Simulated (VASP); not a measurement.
Runs of VASP 6.6.1 on TiC. The structure is that of space group Fm-3m (No. 225), or close to it. The cells are those of the table. 

| task | cell | k mesh | cutoff (eV) | gap on the mesh (eV) | pressure (GPa) |
| --- | --- | --- | --- | --- | --- |
| single point | a = 3.013 Å, angles 60.0°, 2 atoms | 8 × 8 × 8 | 600 | none | 0.6 |
| single point | a = 3.060 Å, angles 60.0°, 2 atoms | 8 × 8 × 8 | 600 | none | -11.6 |
| single point | a = 3.013 Å, angles 60.0°, 2 atoms | 16 × 16 × 16 | 520 | none | (a) |
| relaxation of cell and atoms | relaxed from a = 3.013 Å, angles 60.0°, 2 atoms | 16 × 16 × 16 | 600 | none | 0.0 |

Alike in all rows: level LDA; potentials or basis VASP PAW LDA potentials, release 64 (Ti_sv, C); no spin polarisation; smearing gaussian 0.1 eV.

**Question.** Estimate the missing entries.

**Answer.** (a) 0.7.

A gap of «none» marks levels without a gap at the run's occupations.
